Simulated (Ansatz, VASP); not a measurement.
**One calculation of MgS, two programs**

INCAR

```
PREC = Accurate
ENCUT = 600
EDIFF = 1E-6
ISMEAR = 0
SIGMA = 0.05
LREAL = F
LASPH = T
NELM = 120
ALGO = Normal
ISIF = 2
LWAVE = F
LCHARG = F
NBANDS = 11
GGA_COMPAT = F
```

KPOINTS

```
Automatic mesh
0
Gamma
  6 6 6
```

POSCAR

```
MgS
1.0
    3.2072332214      0.0000000000      0.0000000000
    0.0000000000      3.2072332214      0.0000000000
    0.0000000000      0.0000000000      3.2072332214
Mg S
1 1
Direct
    0.0000000000      0.0000000000      0.0000000000
    0.5000000000      0.5000000000      0.5000000000
```

Input for Ansatz:

```yaml
crystal:
  lattice:
    - [3.2072332214, 0.0, 0.0]
    - [0.0, 3.2072332214, 0.0]
    - [0.0, 0.0, 3.2072332214]
  atoms:
    - { symbol: Mg, position: [0.0, 0.0, 0.0] }
    - { symbol: S, position: [0.5, 0.5, 0.5] }
basis:
  ecutwfc: 420
kpoints:
  mp_grid: { grid: [6, 6, 6] }
hamiltonian:
  xc: lda
scf:
  occupations: { method: gaussian, width: 0.05 }
output:
  forces: true
  stress: true
  eigenvalues: true
```

Alike in both runs: task single point; functional LDA; k mesh 6 × 6 × 6; occupations gaussian, width 0.05 eV; no spin polarisation.

|  | VASP | Ansatz |
| --- | --- | --- |
| version | VASP 6.6.1 | Ansatz 0.2.0 |
| potentials or method | VASP PAW LDA potentials, release 64 (Mg, S), cutoff 600 eV | scalar-relativistic, plane waves, PAW |
| valence electrons in the cell | 8 | 16 |

```tsv
	VASP	Ansatz	Ansatz less VASP
gap on the k mesh at the Fermi level (eV)	none	none	-
pressure (GPa)	-0.6	0.0	+0.51
```

LDA's correlation is that of Perdew and Zunger in VASP and of Perdew and Wang (1992) in Ansatz. A gap of «none» marks a metal or a gap that the smearing closes. VASP's potentials hold 8 valence electrons a cell and Ansatz's 16, so a difference there can come from the potentials and not from the codes.
